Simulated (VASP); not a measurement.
# Pb12O in VASP: single point with LDA

Aim: the single point of Pb12O with LDA.

Program: VASP 6.6.1. These are calculated values, not measurements. Logs are shortened: lines on timing, memory, paths and dates and some standing lists are left out, and cuts for length are marked.

### Step 1. The cell of the first run

The cell holds a slab with vacuum, 13 atoms: a = 7.000 Å, b = 7.000 Å, c = 18.716 Å, α = 90.00°, β = 90.00°, γ = 60.00°.

### Step 2. Single point, LDA

File INCAR:

```
ALGO = Normal
EDIFF = 1E-6
ENCUT = 520
ISIF = 2
ISMEAR = -1
LASPH = T
LCHARG = T
LELF = T
LREAL = F
LVHAR = T
LWAVE = F
NBANDS = 99
NELM = 60
PREC = Accurate
SIGMA = 0.1
```

File KPOINTS:

```
k-points
0
Gamma
  3 3 1
```

File POSCAR:

```
Pb12O
1.0
    7.0003570000      0.0000000000      0.0000000000
    3.5001790000      6.0624870000      0.0000000000
    0.0000000000      0.0000000000     18.7157680000
Pb O
12 1
Direct
    0.1666667000      0.1666667000      0.0534309000
    0.6666667000      0.1666667000      0.0534309000
    0.1666667000      0.6666667000      0.0534309000
    0.6666667000      0.6666667000      0.0534309000
   -0.1578513220      0.2995073966      0.1959893027
    0.2997508976      0.3573813417      0.1959996082
   -0.1665650510      0.8330610305      0.1877482112
    0.3579679727      0.8426130929      0.1960074525
    0.0387133947     -0.0550003070      0.3377869720
    0.5162785524      0.0388110338      0.3379818741
   -0.0549134480      0.5163910204      0.3377496177
    0.4999689645      0.5000420218      0.3356525866
    0.1665698900      0.1667714875      0.3651181382
```

Potentials or basis: VASP PAW LDA potentials, release 64 (Pb_d, O).

On the command line:

```console
cat potpaw_LDA.64/Pb_d/POTCAR potpaw_LDA.64/O/POTCAR > POTCAR
mpirun -np 1 vasp_std > vasp.out
```

OUTCAR:

```text
EDIFF = 1E-6
   ENCUT = 520
   ISIF = 2
   ISMEAR = -1
   LASPH = T
   LREAL = F
   NELM = 60
   PREC = Accurate

 ion  position               nearest neighbor table
   1  0.167  0.167  0.053-   6 3.32   8 3.32   5 3.32   4 3.50   4 3.50   2 3.50   2 3.50   3 3.50
                             3 3.50
   2  0.667  0.167  0.053-   7 3.23   5 3.26   6 3.47   3 3.50   3 3.50   1 3.50   1 3.50   4 3.50
                             4 3.50
   3  0.167  0.667  0.053-   7 3.23   6 3.26   8 3.48   2 3.50   2 3.50   4 3.50   4 3.50   1 3.50
                             1 3.50
   4  0.667  0.667  0.053-   7 3.22   8 3.26   5 3.48   1 3.50   1 3.50   3 3.50   3 3.50   2 3.50
                             2 3.50
   5  0.842  0.300  0.196-   2 3.26   7 3.30  11 3.31   1 3.32  12 3.34   9 3.42   8 3.42   6 3.42
                             4 3.48   6 3.61   8 3.61   7 3.71
   6  0.300  0.357  0.196-   3 3.26   7 3.30  10 3.31   1 3.32  12 3.35  11 3.42   8 3.42   5 3.42
                             2 3.47   5 3.61   8 3.62   7 3.71
   7  0.833  0.833  0.188-   4 3.22   3 3.23   2 3.23   8 3.30   5 3.30   6 3.30  11 3.42   9 3.42
                            10 3.42   6 3.71   5 3.71   8 3.71
   8  0.358  0.843  0.196-   4 3.26   7 3.30   9 3.31   1 3.32  12 3.34   6 3.42  10 3.42   5 3.42
                             3 3.48   5 3.61   6 3.62   7 3.71
   9  0.039  0.945  0.338-  13 2.21  12 3.17   8 3.31  11 3.38  10 3.38   5 3.42   7 3.42  10 3.72
                            11 3.72  12 3.83
  10  0.516  0.039  0.338-  13 2.20  12 3.17   6 3.31   9 3.38  11 3.38   8 3.42   7 3.42  11 3.71
                             9 3.72  12 3.83
  11  0.945  0.516  0.338-  13 2.20  12 3.17   5 3.31   9 3.38  10 3.38   7 3.42   6 3.42  10 3.71
                             9 3.72  12 3.83
  12  0.500  0.500  0.336-  10 3.17   9 3.17  11 3.17   5 3.34   8 3.34   6 3.35  11 3.83   9 3.83
                            10 3.83
  13  0.167  0.167  0.365-  10 2.20  11 2.20   9 2.21

  LATTYP: Found a hexagonal cell.
 ALAT       =     7.0003572521
 C/A-ratio  =     2.6735446958

  Lattice vectors:

 A1 = (  -3.5001790000,  -6.0624870000,   0.0000000000)
 A2 = (   7.0003570000,   0.0000000000,   0.0000000000)
 A3 = (   0.0000000000,   0.0000000000,  18.7157680000)

Analysis of symmetry for initial positions (statically):
=====================================================================
 Subroutine PRICEL returns:
 Original cell was already a primitive cell.

 Routine SETGRP: Setting up the symmetry group for a
 hexagonal supercell.

 Subroutine GETGRP returns: Found  1 space group operations
 (whereof  1 operations were pure point group operations)
 out of a pool of 24 trial point group operations.

The static configuration has the point symmetry C_1 .

Analysis of symmetry for dynamics (positions and initial velocities):
=====================================================================
 Subroutine PRICEL returns:
 Original cell was already a primitive cell.

 Routine SETGRP: Setting up the symmetry group for a
 hexagonal supercell.

 Subroutine GETGRP returns: Found  1 space group operations
 (whereof  1 operations were pure point group operations)
 out of a pool of 24 trial point group operations.

The dynamic configuration has the point symmetry C_1 .

 Subroutine INISYM returns: Found  1 space group operations
 (whereof  1 operations are pure point group operations),
 and found     1 'primitive' translations

----------------------------------------------------------------------------------------

                                     Primitive cell

  volume of cell :     794.2892

  direct lattice vectors                    reciprocal lattice vectors
     7.000357000  0.000000000  0.000000000     0.142849858 -0.082474415  0.000000000
     3.500179000  6.062487000  0.000000000     0.000000000  0.164948807  0.000000000
     0.000000000  0.000000000 18.715768000     0.000000000  0.000000000  0.053430882

  length of vectors
     7.000357000  7.000357252 18.715768000     0.164948813  0.164948807  0.053430882

  position of ions in fractional coordinates (direct lattice)
     0.166666700  0.166666700  0.053430900
     0.666666700  0.166666700  0.053430900
     0.166666700  0.666666700  0.053430900
     0.666666700  0.666666700  0.053430900
     0.842148678  0.299507397  0.195989303
     0.299750898  0.357381342  0.195999608
     0.833434949  0.833061030  0.187748211
     0.357967973  0.842613093  0.196007452
     0.038713395  0.944999693  0.337786972
     0.516278552  0.038811034  0.337981874
     0.945086552  0.516391020  0.337749618
     0.499968964  0.500042022  0.335652587
     0.166569890  0.166771488  0.365118138

  ion indices of the primitive-cell ions
   primitive index   ion index
                 1           1
                 2           2
                 3           3
                 4           4
                 5           5
                 6           6
                 7           7
                 8           8
                 9           9
                10          10
                11          11
                12          12
                13          13

----------------------------------------------------------------------------------------

 KPOINTS: k-points

Automatic generation of k-mesh.
 Grid dimensions read from file:
 generate k-points for:    3    3    1

 Generating k-lattice:

  Cartesian coordinates                     Fractional coordinates (reciprocal lattice)
     0.047616619 -0.027491472  0.000000000     0.333333333  0.000000000  0.000000000
     0.000000000  0.054982936  0.000000000     0.000000000  0.333333333  0.000000000
     0.000000000  0.000000000  0.053430882     0.000000000  0.000000000  1.000000000

  Length of vectors
     0.054982938  0.054982936  0.053430882

  Shift w.r.t. Gamma in fractional coordinates (k-lattice)
     0.000000000  0.000000000  0.000000000

 Subroutine IBZKPT returns following result:
 ===========================================

 Found      5 irreducible k-points:

 Following reciprocal coordinates:
            Coordinates               Weight
  0.000000  0.000000  0.000000      1.000000
  0.333333  0.000000  0.000000      2.000000
  0.333333  0.333333  0.000000      2.000000
  0.000000  0.333333  0.000000      2.000000
 -0.333333  0.333333  0.000000      2.000000
   k-points           NKPTS =      5   k-points in BZ     NKDIM =      5   number of bands    NBANDS=     99
   number of dos      NEDOS =    301   number of ions     NIONS =     13
   total plane-waves  NPLWV = 408240
   dimension x,y,z NGX =    54 NGY =   54 NGZ =  140
   dimension x,y,z NGXF=   108 NGYF=  108 NGZF=  280
   ions per type =              12   1
   NGX,Y,Z   is equivalent  to a cutoff of  12.82, 12.82, 12.44 a.u.
   NGXF,Y,Z  is equivalent  to a cutoff of  25.65, 25.65, 24.87 a.u.
 SYSTEM =  unknown system
   PREC   = accura    normal or accurate (medium, high low for compatibility)
   ISTART =      0    job   : 0-new  1-cont  2-samecut
   ICHARG =      2    charge: 1-file 2-atom 10-const
   ISPIN  =      1    spin polarized calculation?
   LNONCOLLINEAR =      F non collinear calculations
   LSORBIT =      F    spin-orbit coupling
   LASPH  =      T    aspherical Exc in radial PAW
   ENCUT  =  520.0 eV  38.22 Ry    6.18 a.u.  13.02 13.02 34.80*2*pi/ulx,y,z
   NELM   =     60;   NELMIN=  2; NELMDL= -5     # of ELM steps
   EDIFF  = 0.1E-05   stopping-criterion for ELM
   LREAL  =      F    real-space projection
   EDIFFG = 0.1E-04   stopping-criterion for IOM
   NSW    =      0    number of steps for IOM
   IBRION =     -1    ionic relax: 0-MD 1-quasi-New 2-CG
   NFREE  =      0    steps in history (QN), initial steepest desc. (CG)
   ISIF   =      2    stress and relaxation
   ISYM   =      2    0-nonsym 1-usesym 2-fastsym
   POTIM  = 0.5000    time-step for ionic-motion
   TEBEG  =    0.0;   TEEND  =   0.0 temperature during run
   PSTRESS=    0.0 pullay stress
   NELECT =     174.0000    total number of electrons
   NUPDOWN=      -1.0000    fix difference up-down
   EMIN   =  10.00;   EMAX   =-10.00  energy-range for DOS
   EFERMI =   0.00;   METHOD = LEGACY
   ISMEAR =    -1;   SIGMA  =   0.10  broadening in eV -4-tet -1-fermi 0-gaus
   EFERMI_NEDOS =   21; number of points for ismear=-14 and -15
   IALGO  =     38    algorithm
   IMIX   =      4    mixing-type and parameters
     AMIX     =   0.40;   BMIX     =  1.00
     AMIX_MAG =   1.60;   BMIX_MAG =  1.00
  volume/ion in A,a.u.               =      61.10       412.32
  Fermi-wavevector in a.u.,A,eV,Ry     =   0.986882  1.864936 13.251193  0.973935
  Thomas-Fermi vector in A             =   2.118295
   LORBIT       =      0    0 simple, 1 ext, 2 COOP (PROOUT), +10 PAW based schemes
   GGA     = CA    functional components
   LHFCALC =     F    Hartree Fock is set to
   AEXX    =    0.0000 exact exchange contribution
   IVDW    =     0    specifies the selected vdW correction
   LEPSILON=     F    determine dielectric tensor
   LRPA    =     F    only Hartree local field effects (RPA)
 non-spin polarized calculation
  energy-cutoff  :      520.00
  volume of cell :      794.29
 maximum number of plane-waves:     21441
 NGX is ok and might be reduce to    54
   NGX = 27   NGY = 27   NGZ = 69

 number of electron     173.9999996 magnetization

 Free energy of the ion-electron system (eV)
  ---------------------------------------------------
  ext. energy  EPLUGINS =         0.00000000
  ---------------------------------------------------
  free energy    TOTEN  =       -55.75915991 eV

  energy without entropy =      -55.53486718  energy(sigma->0) =      -55.64701355

 E-fermi :   1.1116     XC(G=0):  -5.5412

 val. band max:        1.0217364012   @ k =   0.0000   0.3333   0.0000
 cond. band min:       1.1959325832   @ k =   0.0000   0.0000   0.0000
 fundamental gap:      0.1741961820
 Fermi energy:         1.1116321153

 k-point     1 :       0.0000    0.0000    0.0000
  band No.  band energies     occupation
      1     -18.0356      2.00000
      2     -16.1029      2.00000
      3     -16.1028      2.00000
      4     -16.1003      2.00000
      5     -16.0386      2.00000
      6     -16.0385      2.00000
[... 91 lines left out ...]
     98       4.7022      0.00000
     99       4.7716      0.00000

 k-point     2 :       0.3333    0.0000    0.0000
  band No.  band energies     occupation
      1     -18.0177      2.00000
      2     -16.0766      2.00000
      3     -16.0588      2.00000
      4     -16.0536      2.00000
      5     -16.0413      2.00000
      6     -16.0194      2.00000
[... 91 lines left out ...]
     98       3.6636      0.00000
     99       3.9204      0.00000

 k-point     3 :       0.3333    0.3333    0.0000
  band No.  band energies     occupation
      1     -18.0177      2.00000
      2     -16.0766      2.00000
      3     -16.0588      2.00000
      4     -16.0534      2.00000
      5     -16.0411      2.00000
      6     -16.0194      2.00000
[... 91 lines left out ...]
     98       3.6627      0.00000
     99       3.9201      0.00000

 k-point     4 :       0.0000    0.3333    0.0000
  band No.  band energies     occupation
      1     -18.0177      2.00000
      2     -16.0765      2.00000
      3     -16.0589      2.00000
      4     -16.0536      2.00000
      5     -16.0409      2.00000
      6     -16.0193      2.00000
[... 91 lines left out ...]
     98       3.6630      0.00000
     99       3.9217      0.00000

 k-point     5 :      -0.3333    0.3333    0.0000
  band No.  band energies     occupation
      1     -18.0085      2.00000
      2     -16.0597      2.00000
      3     -16.0324      2.00000
      4     -16.0308      2.00000
      5     -16.0249      2.00000
      6     -16.0117      2.00000
[... 91 lines left out ...]
     98       3.3863      0.00000
     99       3.6488      0.00000

------------------------ aborting loop because EDIFF is reached ----------------------------------------

  FORCE on cell =-STRESS in cart. coord.  units (eV):
  Direction    XX          YY          ZZ          XY          YZ          ZX
  --------------------------------------------------------------------------------------
  -------------------------------------------------------------------------------------
  Total        0.9914510      1.0008444      0.1386112      0.0031995      0.0007403      0.0027488
  in kB        1.9998765      2.0188242      0.2795956      0.0064538      0.0014932      0.0055446
  external PRESSURE =       1.4327655 kB  Pullay stress =       0.0000000 kB

 VOLUME and BASIS-vectors are now :
 -----------------------------------------------------------------------------
  energy-cutoff  :      520.00
  volume of cell :      794.29
      direct lattice vectors                 reciprocal lattice vectors
     7.000357000  0.000000000  0.000000000     0.142849858 -0.082474415  0.000000000
     3.500179000  6.062487000  0.000000000     0.000000000  0.164948807  0.000000000
     0.000000000  0.000000000 18.715768000     0.000000000  0.000000000  0.053430882

 POSITION                                       TOTAL-FORCE (eV/Angst)
 -----------------------------------------------------------------------------------
      1.75009      1.01041      1.00000        -0.001423     -0.000383     -0.160837
      5.25027      1.01041      1.00000        -0.091287      0.142579      0.028805
      3.50018      4.04166      1.00000         0.169897      0.006030      0.031390
      7.00036      4.04166      1.00000        -0.079890     -0.150853      0.029134
      6.94367      1.81576      3.66809         0.002679      0.012984      0.002749
      3.34926      2.16662      3.66828         0.012186      0.002024      0.000772
      8.75020      5.05042      3.51385         0.003072     -0.000575      0.010857
      5.45520      5.10833      3.66843        -0.013740     -0.009769      0.001482
      3.57868      5.72905      6.32194        -0.031557     -0.014359      0.006044
      3.74998      0.23529      6.32559         0.031464     -0.022485      0.001561
      8.42340      3.13061      6.32124        -0.002640      0.035743      0.006850
      5.25020      3.03150      6.28200         0.001763      0.000276      0.009135
      1.74978      1.01105      6.83347        -0.000524     -0.001210      0.032056
 -----------------------------------------------------------------------------------
    total drift:                               -0.000126      0.000163      0.002182

  FREE ENERGIE OF THE ION-ELECTRON SYSTEM (eV)
  ---------------------------------------------------
  free  energy   TOTEN  =       -55.7591599091 eV

  energy  without entropy=      -55.5348671829  energy(sigma->0) =      -55.64701355
```

Wall time 16 min (1 thread of Intel Xeon Platinum 8259CL at 2.50GHz (Skylake/Cascade Lake), shared host); peak memory 0.74 GiB.

Results:

```yaml
Free_energy: -55.7592 eV
Largest_force: 0.173 eV/Å
Band_gap_on_the_k_mesh: zero (bands 87 and 88 overlap by 0.26 eV)
```

Forces on the atoms (eV/Å):
```
Pb  -0.001  0.000 -0.161
Pb  -0.091  0.143  0.029
Pb   0.170  0.006  0.031
Pb  -0.080 -0.151  0.029
Pb   0.003  0.013  0.003
Pb   0.012  0.002  0.001
Pb   0.003 -0.001  0.011
Pb  -0.014 -0.010  0.001
Pb  -0.032 -0.014  0.006
Pb   0.031 -0.022  0.002
Pb  -0.003  0.036  0.007
Pb   0.002  0.000  0.009
O   -0.001 -0.001  0.032
```

Caveat: spin-orbit coupling is left out, which moves the levels of the heavy elements.
